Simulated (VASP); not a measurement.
**Cr: single point with PBEsol**

Cr:

```xyz
2
Lattice="2.7140 -0.0136 0.0000 -1.3688 2.3572 0.0000 0.0000 0.0000 4.4100" Properties=species:S:1:pos:R:3 pbc="T T T"
Cr    1.3531    0.7767    3.3075
Cr   -0.0078    1.5669    1.1025
```

This isn't the form of Cr at room conditions, which is bcc.

```json
{
 "Program": "VASP 6.6.1",
 "Task": "single point",
 "Functional": "PBEsol",
 "Potentials or basis": "VASP PAW PBE potentials, release 64 (Cr_pv)",
 "Cutoff": "520 eV",
 "k mesh": "9 × 9 × 5",
 "Occupations": "fermi-dirac, width 0.05 eV",
 "Spin": "collinear spin, ferromagnetic start",
 "Starting moments": "[3.0, 3.0] μB"
}
```

The pressure is -32.3 GPa, the largest force is 0.022 eV/Å and the net moment is 1.59 μB per cell. The site moments are Cr +0.74 μB and the valence electrons inside the program's atomic spheres are Cr 10.71.

Forces in eV/Å, atoms in the order of the input:
```
Cr  -0.022  0.000  0.000
Cr   0.022  0.000  0.000
```

Stress tensor (GPa, compression positive):
```
-34.12  -0.46   0.00
 -0.46 -34.15   0.00
  0.00   0.00 -28.69
```

Levels at points of the mesh, in eV from the Fermi level:
Spin up:
| k point | band 11 | band 12 | band 13 | band 14 | band 15 | band 16 |
| --- | --- | --- | --- | --- | --- | --- |
| (0.00, 0.00, 0.00) | -0.57 | -0.30 | -0.21 | 0.19 | 0.21 | 0.43 |
Spin down:
| k point | band 7 | band 8 | band 9 | band 10 | band 11 | band 12 | band 13 | band 14 | band 15 | band 16 |
| --- | --- | --- | --- | --- | --- | --- | --- | --- | --- | --- |
| (0.00, 0.00, 0.00) | -6.83 | -3.10 | -0.01 | -0.01 | 0.12 | 0.38 | 0.49 | 0.69 | 0.91 | 0.94 |

It took 83 s on 1 thread of Intel(R) Xeon(R) Platinum 8559C (Emerald Rapids), with other jobs on the host, peak memory 0.22 GiB.

Caveat: the stress differs along the axes, from -34 to -29 GPa; an empty level that is flat over the whole mesh can mark a ghost state of the potentials, or a narrow d or f band; the PAW data sets were made with another functional, which shifts forces and pressure a little.
